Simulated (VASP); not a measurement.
# LiMo18S36 (a cell with a defect) in VASP: single point with PBE

Aim: the single point of LiMo18S36 (a cell with a defect) with PBE.

Program: VASP 6.6.1. These are calculated values, not measurements. Logs are shortened: lines on timing, memory, paths and dates and some standing lists are left out, and cuts for length are marked.

## (1) The cell of the first run

The cell holds a defect, 55 atoms: a = 9.367 Å, b = 9.367 Å, c = 12.083 Å, α = 90.00°, β = 90.00°, γ = 120.00°.

## (2) Single point, PBE

INCAR

```
SYSTEM = LiMo18S36
PREC = Accurate
ENCUT = 520
EDIFF = 1E-6
ISMEAR = -1
SIGMA = 0.01
LREAL = Auto
LASPH = .TRUE.
NELM = 100
ALGO = Normal
ISIF = 2
LWAVE = .FALSE.
LCHARG = .FALSE.
GGA = PE
NELECT = 470.0
NBANDS = 268
```

KPOINTS

```
Automatic mesh
0
Gamma
  1 1 1
  0.25 0.25 0.25
```

POSCAR

```
LiMo18S36
1.0
    9.3669868000      0.0000000800      0.0000000000
   -4.6834934700      8.1120484800      0.0000000000
    0.0000000000      0.0000000000     12.0827026900
Mo S Li
18 36 1
Direct
    0.2213028593      0.1117639995      0.2524156290
    0.1119986061      0.2209605866      0.7473512534
    0.2199683123      0.4442302079      0.2530398271
    0.1119527772      0.5544760984      0.7473667301
    0.2213267845      0.7782319100      0.2524196017
    0.1132753237      0.8884403254      0.7467895413
    0.5547724990      0.1117077835      0.2524235743
    0.4445063849      0.2196816216      0.7468286054
    0.5542797180      0.4441641300      0.2532626250
    0.4444073024      0.5539799196      0.7465380248
    0.5542906844      0.7787561886      0.2532256299
    0.4445021193      0.8885065199      0.7467551947
    0.8887571007      0.1129913031      0.2529804861
    0.7785095107      0.2210026163      0.7473663163
    0.8887838412      0.4442059164      0.2530420617
    0.7789966334      0.5539621649      0.7465683160
    0.8888586380      0.7787245040      0.2532440861
    0.7790044017      0.8885670439      0.7465083956
    0.2226588300      0.1104362214      0.6160875750
    0.1106220029      0.2222233996      0.3837241649
    0.2226531601      0.1101603355      0.8781338308
    0.1105762846      0.2225305970      0.1216721985
    0.2222861509      0.4434782399      0.6165215011
    0.1107399886      0.5558464058      0.3837442763
    0.2223513233      0.4434582696      0.8780939391
    0.1106162765      0.5554905154      0.1218412004
    0.2225510233      0.7768906951      0.6160634910
    0.1109924326      0.8892382743      0.3832476987
    0.2226760507      0.7772056587      0.8779635047
    0.1109023902      0.8892264400      0.1216839508
    0.5561947829      0.1105467944      0.6160881544
    0.4436868250      0.2219457846      0.3832686377
    0.5557179551      0.1102313377      0.8779807194
    0.4439017926      0.2222407779      0.1216763366
    0.5557850073      0.4432278683      0.6162824817
    0.4434644792      0.5554701720      0.3835489558
    0.5541713786      0.4401889319      0.8762914450
    0.4404235599      0.5539214880      0.1235446272
    0.5557034386      0.7773190670      0.6162727985
    0.4437309796      0.8892208894      0.3832891629
    0.5542062342      0.7787879931      0.8760789926
    0.4439602634      0.8891670189      0.1216745986
    0.8895921784      0.1107850786      0.6165051141
    0.7770841311      0.2221755630      0.3837098470
    0.8894028951      0.1104814562      0.8780944357
    0.7775862855      0.2224810345      0.1218239030
    0.8895559114      0.4435094215      0.6165057762
    0.7775566829      0.5553837540      0.3835116297
    0.8893422320      0.4435667437      0.8781166161
    0.7791429819      0.5539619183      0.1236952558
    0.8898313316      0.7772418945      0.6162502042
    0.7774749331      0.8894515307      0.3835227199
    0.8927270631      0.7787762788      0.8762919416
    0.7791243583      0.8925116702      0.1234636851
    0.6659377889      0.6658071583      0.0000254910
```

Potentials or basis: VASP PAW PBE potentials, release 64 (Mo_sv, S, Li_sv).

On the command line:

```sh
cat potpaw_PBE.64/Mo_sv/POTCAR potpaw_PBE.64/S/POTCAR potpaw_PBE.64/Li_sv/POTCAR > POTCAR
mpirun -np 1 vasp_std > vasp.out
```

OUTCAR:

```text
SYSTEM = LiMo18S36
   PREC = Accurate
   ENCUT = 520
   EDIFF = 1E-6
   ISMEAR = -1
   LREAL = Auto
   LASPH = .TRUE.
   NELM = 100
   ISIF = 2
   GGA = PE
   NELECT = 470.0

 ion  position               nearest neighbor table
   1  0.221  0.112  0.252-  22 2.39  20 2.39  30 2.40  32 2.40  34 2.40  28 2.40   9 3.12  17 3.12
                             3 3.12  13 3.12   7 3.12   5 3.12
   2  0.112  0.221  0.747-  21 2.39  19 2.39  25 2.40  43 2.40  45 2.40  23 2.40  18 3.12  10 3.12
                             8 3.12   6 3.12  14 3.12   4 3.12
   3  0.220  0.444  0.253-  38 2.38  24 2.39  26 2.39  20 2.40  22 2.40  36 2.40  15 3.10  13 3.10
                             1 3.12   5 3.12   9 3.13  11 3.13
   4  0.112  0.554  0.747-  25 2.39  23 2.39  29 2.40  47 2.40  49 2.40  27 2.40  16 3.12  10 3.12
                            12 3.12   6 3.12  14 3.12   2 3.12
   5  0.221  0.778  0.252-  30 2.39  28 2.39  26 2.40  40 2.40  42 2.40  24 2.40  11 3.12  17 3.12
                            15 3.12   3 3.12   7 3.12   1 3.12
   6  0.113  0.888  0.747-  53 2.38  27 2.39  29 2.39  19 2.40  21 2.40  51 2.40  12 3.10   8 3.10
                             2 3.12   4 3.12  18 3.13  16 3.13
   7  0.555  0.112  0.252-  34 2.39  32 2.39  42 2.40  46 2.40  40 2.40  44 2.40   9 3.12  11 3.12
                            15 3.12  13 3.12   5 3.12   1 3.12
   8  0.445  0.220  0.747-  37 2.38  31 2.39  33 2.39  19 2.39  21 2.40  35 2.40  12 3.10   6 3.10
                             2 3.12  14 3.12  10 3.13  16 3.13
   9  0.554  0.444  0.253-  32 2.39  36 2.39  38 2.40  48 2.40  34 2.40  50 2.40   1 3.12   7 3.12
[... 40 lines left out ...]
  40  0.444  0.889  0.383-  11 2.38   5 2.40   7 2.40
  41  0.554  0.779  0.876-  55 2.36  12 2.37  10 2.40  18 2.40
  42  0.444  0.889  0.122-  11 2.39   7 2.40   5 2.40
  43  0.890  0.111  0.617-  18 2.39  14 2.39   2 2.40
  44  0.777  0.222  0.384-  13 2.39  15 2.40   7 2.40
  45  0.889  0.110  0.878-  14 2.39   2 2.40  18 2.40
  46  0.778  0.222  0.122-  13 2.39  15 2.40   7 2.40
  47  0.890  0.444  0.617-  16 2.38   4 2.40  14 2.40
  48  0.778  0.555  0.384-  15 2.40   9 2.40  17 2.40
  49  0.889  0.444  0.878-  16 2.39  14 2.40   4 2.40
  50  0.779  0.554  0.124-  55 2.36  15 2.37  17 2.40   9 2.40
  51  0.890  0.777  0.616-  18 2.39  16 2.40   6 2.40
  52  0.777  0.889  0.384-  17 2.39  11 2.40  13 2.40
  53  0.893  0.779  0.876-  55 2.37   6 2.38  18 2.40  16 2.40
  54  0.779  0.893  0.123-  55 2.37  13 2.38  17 2.40  11 2.41
  55  0.666  0.666  0.000-  41 2.36  50 2.36  38 2.36  37 2.36  54 2.37  53 2.37

  LATTYP: Found a hexagonal cell.
 ALAT       =     9.3669868000
 C/A-ratio  =     1.2899241718

  Lattice vectors:

 A1 = (   9.3669868000,   0.0000000800,   0.0000000000)
 A2 = (  -4.6834934700,   8.1120484800,   0.0000000000)
 A3 = (   0.0000000000,   0.0000000000,  12.0827026900)

Analysis of symmetry for initial positions (statically):
=====================================================================
 Subroutine PRICEL returns:
 Original cell was already a primitive cell.

 Routine SETGRP: Setting up the symmetry group for a
 hexagonal supercell.

 Subroutine GETGRP returns: Found  1 space group operations
 (whereof  1 operations were pure point group operations)
 out of a pool of 24 trial point group operations.

The static configuration has the point symmetry C_1 .

Analysis of symmetry for dynamics (positions and initial velocities):
=====================================================================
 Subroutine PRICEL returns:
 Original cell was already a primitive cell.

 Routine SETGRP: Setting up the symmetry group for a
 hexagonal supercell.

 Subroutine GETGRP returns: Found  1 space group operations
 (whereof  1 operations were pure point group operations)
 out of a pool of 24 trial point group operations.

The dynamic configuration has the point symmetry C_1 .

 Subroutine INISYM returns: Found  1 space group operations
 (whereof  1 operations are pure point group operations),
 and found     1 'primitive' translations

----------------------------------------------------------------------------------------

                                     Primitive cell

  volume of cell :     918.1096

  direct lattice vectors                    reciprocal lattice vectors
     9.366986800  0.000000080  0.000000000     0.106757917  0.061636713  0.000000000
[... 128 lines left out ...]

 Generating k-lattice:

  Cartesian coordinates                     Fractional coordinates (reciprocal lattice)
     0.106757917  0.061636713  0.000000000     1.000000000  0.000000000  0.000000000
    -0.000000001  0.123273424  0.000000000     0.000000000  1.000000000  0.000000000
     0.000000000  0.000000000  0.082762940     0.000000000  0.000000000  1.000000000

  Length of vectors
     0.123273424  0.123273424  0.082762940

  Shift w.r.t. Gamma in fractional coordinates (k-lattice)
     0.250000000  0.250000000  0.250000000

 Subroutine IBZKPT returns following result:
 ===========================================

 Found      6 irreducible k-points:

 Following reciprocal coordinates:
            Coordinates               Weight
  0.250000  0.250000  0.250000      2.000000
 -0.250000  0.500000  0.250000      2.000000
  0.500000  0.250000  0.250000      2.000000
 -0.250000 -0.250000  0.250000      2.000000
  0.250000  0.500000  0.250000      2.000000
  0.500000 -0.250000  0.250000      2.000000
   k-points           NKPTS =      6   k-points in BZ     NKDIM =      6   number of bands    NBANDS=    268
   number of dos      NEDOS =    301   number of ions     NIONS =     55
   total plane-waves  NPLWV = 441000
   dimension x,y,z NGX =    70 NGY =   70 NGZ =   90
   dimension x,y,z NGXF=   140 NGYF=  140 NGZF=  180
   ions per type =              18  36   1
   NGX,Y,Z   is equivalent  to a cutoff of  12.42, 12.42, 12.38 a.u.
   NGXF,Y,Z  is equivalent  to a cutoff of  24.85, 24.85, 24.77 a.u.
 SYSTEM =  LiMo18S36
   PREC   = accura    normal or accurate (medium, high low for compatibility)
   ISTART =      0    job   : 0-new  1-cont  2-samecut
   ICHARG =      2    charge: 1-file 2-atom 10-const
   ISPIN  =      1    spin polarized calculation?
   LNONCOLLINEAR =      F non collinear calculations
   LSORBIT =      F    spin-orbit coupling
   LASPH  =      T    aspherical Exc in radial PAW
   ENCUT  =  520.0 eV  38.22 Ry    6.18 a.u.  17.42 17.42 22.47*2*pi/ulx,y,z
   NELM   =    100;   NELMIN=  2; NELMDL= -5     # of ELM steps
   EDIFF  = 0.1E-05   stopping-criterion for ELM
   LREAL  =      T    real-space projection
   EDIFFG = 0.1E-04   stopping-criterion for IOM
   NSW    =      0    number of steps for IOM
   IBRION =     -1    ionic relax: 0-MD 1-quasi-New 2-CG
   NFREE  =      0    steps in history (QN), initial steepest desc. (CG)
   ISIF   =      2    stress and relaxation
   ISYM   =      2    0-nonsym 1-usesym 2-fastsym
   POTIM  = 0.5000    time-step for ionic-motion
   TEBEG  =    0.0;   TEEND  =   0.0 temperature during run
   PSTRESS=    0.0 pullay stress
   NELECT =     470.0000    total number of electrons
   NUPDOWN=      -1.0000    fix difference up-down
   EMIN   =  10.00;   EMAX   =-10.00  energy-range for DOS
   EFERMI =   0.00;   METHOD = LEGACY
   ISMEAR =    -1;   SIGMA  =   0.01  broadening in eV -4-tet -1-fermi 0-gaus
   EFERMI_NEDOS =   21; number of points for ismear=-14 and -15
   IALGO  =     38    algorithm
   IMIX   =      4    mixing-type and parameters
     AMIX     =   0.40;   BMIX     =  1.00
     AMIX_MAG =   1.60;   BMIX_MAG =  1.00
  volume/ion in A,a.u.               =      16.69       112.65
  Fermi-wavevector in a.u.,A,eV,Ry     =   1.309612  2.474808 23.335124  1.715083
  Thomas-Fermi vector in A             =   2.440199
   LORBIT       =      0    0 simple, 1 ext, 2 COOP (PROOUT), +10 PAW based schemes
   GGA     = PE    functional components
   LHFCALC =     F    Hartree Fock is set to
   AEXX    =    0.0000 exact exchange contribution
   IVDW    =     0    specifies the selected vdW correction
   LEPSILON=     F    determine dielectric tensor
   LRPA    =     F    only Hartree local field effects (RPA)
 non-spin polarized calculation
  energy-cutoff  :      520.00
  volume of cell :      918.11
 maximum number of plane-waves:     24710
 NGX is ok and might be reduce to    70
   NGX = 35   NGY = 35   NGZ = 45

 number of electron     469.9999978 magnetization

 Free energy of the ion-electron system (eV)
  ---------------------------------------------------
  ext. energy  EPLUGINS =         0.00000000
  ---------------------------------------------------
  free energy    TOTEN  =      -402.66425089 eV

  energy without entropy =     -402.66425089  energy(sigma->0) =     -402.66425089

 E-fermi :   7.7966     XC(G=0): -11.1424

 val. band max:        7.5641550796   @ k =  -0.2500  -0.2500   0.2500
 cond. band min:       9.2163616045   @ k =   0.5000  -0.2500   0.2500
 fundamental gap:      1.6522065250
 Fermi energy:         7.7965510949

 k-point     1 :       0.2500    0.2500    0.2500
  band No.  band energies     occupation
      1     -53.3121      2.00000
      2     -53.3116      2.00000
      3     -53.2987      2.00000
      4     -53.2982      2.00000
      5     -53.2920      2.00000
      6     -53.2915      2.00000
[... 1489 lines left out ...]
    246       9.8654      0.00000
    247       9.8768      0.00000
 [bands above 247 left out]

------------------------ aborting loop because EDIFF is reached ----------------------------------------

  FORCE on cell =-STRESS in cart. coord.  units (eV):
  Direction    XX          YY          ZZ          XY          YZ          ZX
  --------------------------------------------------------------------------------------
  -------------------------------------------------------------------------------------
  Total       26.7572934     25.9992827     14.3184165     -0.6476698      0.1237353      0.1698031
  in kB       46.6936933     45.3709018     24.9868228     -1.1302375      0.2159283      0.2963204
  external PRESSURE =      39.0171393 kB  Pullay stress =       0.0000000 kB

 VOLUME and BASIS-vectors are now :
 -----------------------------------------------------------------------------
  energy-cutoff  :      520.00
  volume of cell :      918.11
      direct lattice vectors                 reciprocal lattice vectors
     9.366986800  0.000000080  0.000000000     0.106757917  0.061636713  0.000000000
    -4.683493470  8.112048480  0.000000000    -0.000000001  0.123273424  0.000000000
     0.000000000  0.000000000 12.082702690     0.000000000  0.000000000  0.082762940

 POSITION                                       TOTAL-FORCE (eV/Angst)
 -----------------------------------------------------------------------------------
      1.54950      0.90663      3.04986         0.111464     -0.069418     -0.002455
      0.01422      1.79244      9.03002        -0.113810      0.065297      0.003514
     -0.02011      3.60362      3.05740         0.109736     -0.059316     -0.001204
     -1.54822      4.49794      9.03021        -0.112812      0.066200     -0.005188
     -1.57168      6.31306      3.04991         0.114163     -0.065146      0.005542
     -3.09996      7.20707      9.02324        -0.112225      0.061305      0.000750
[... 47 lines left out ...]
      3.11798      7.24010      1.49178        -0.058023      0.030826      0.018224
      3.11953      5.40106      0.00031         0.011089      0.013431     -0.005221
 -----------------------------------------------------------------------------------
    total drift:                                0.009137      0.001256      0.005206

  FREE ENERGIE OF THE ION-ELECTRON SYSTEM (eV)
  ---------------------------------------------------
  free  energy   TOTEN  =      -402.6642508926 eV

  energy  without entropy=     -402.6642508925  energy(sigma->0) =     -402.66425089
```

It took 63 min on 1 thread of Intel Xeon Platinum 8375C at 2.90GHz (Ice Lake), shared host; peak memory 1.4 GiB.

What came out:

```yaml
Free_energy: -402.6643 eV
Largest_force: 0.136 eV/Å
```

Forces in eV/Å, atoms in the order of the input:
```
Mo   0.111 -0.069 -0.002
Mo  -0.114  0.065  0.004
Mo   0.110 -0.059 -0.001
Mo  -0.113  0.066 -0.005
Mo   0.114 -0.065  0.006
Mo  -0.112  0.061  0.001
Mo   0.115 -0.067  0.003
Mo  -0.106  0.069 -0.003
Mo   0.111 -0.070  0.005
Mo  -0.115  0.063 -0.004
Mo   0.114 -0.069 -0.002
Mo  -0.110  0.060 -0.013
Mo   0.104 -0.068  0.002
Mo  -0.116  0.071 -0.003
Mo   0.109 -0.060  0.013
Mo  -0.116  0.072  0.002
Mo   0.115 -0.061  0.004
Mo  -0.109  0.067 -0.003
S    0.044 -0.033  0.019
S   -0.045  0.030 -0.019
S    0.058 -0.026 -0.032
S   -0.055  0.028  0.031
S    0.049 -0.031  0.017
S   -0.053  0.032 -0.019
S    0.056 -0.023 -0.016
S   -0.058  0.029  0.011
S    0.051 -0.032  0.020
S   -0.049  0.031 -0.016
S    0.056 -0.028 -0.009
S   -0.053  0.022  0.016
S    0.050 -0.036  0.017
S   -0.046  0.035 -0.018
S    0.055 -0.030 -0.011
S   -0.054  0.028  0.019
S    0.046 -0.033  0.017
S   -0.046  0.029 -0.020
S    0.057 -0.035 -0.018
S   -0.057  0.030  0.019
S    0.051 -0.033  0.012
S   -0.051  0.033 -0.022
S    0.045 -0.025  0.002
S   -0.059  0.029  0.019
S    0.050 -0.035  0.017
S   -0.047  0.033 -0.017
S    0.050 -0.029 -0.018
S   -0.056  0.029  0.010
S    0.050 -0.034  0.021
S   -0.053  0.034 -0.012
S    0.058 -0.030 -0.018
S   -0.046  0.024 -0.003
S    0.047 -0.030  0.020
S   -0.046  0.035 -0.020
S    0.054 -0.035 -0.016
S   -0.058  0.031  0.018
Li   0.011  0.013 -0.005
```

Levels at points of the mesh, in eV from the Fermi level:
| k point | band 231 | band 232 | band 233 | band 234 | band 235 | band 236 | band 237 | band 238 | band 239 | band 240 |
| --- | --- | --- | --- | --- | --- | --- | --- | --- | --- | --- |
| (0.25, 0.25, 0.25) | -0.69 | -0.66 | -0.50 | -0.46 | -0.23 | 1.42 | 1.43 | 1.60 | 1.61 | 1.68 |

Caveat: the cell carries a net charge on a neutralising background, which shifts energy and pressure; the cell is charged against a uniform background, so pressure and absolute levels hang on convention; the cutoff is under 1.25 times the usual one of these potentials, so pressure, stress and relaxed cells hold a basis-set (Pulay) error.
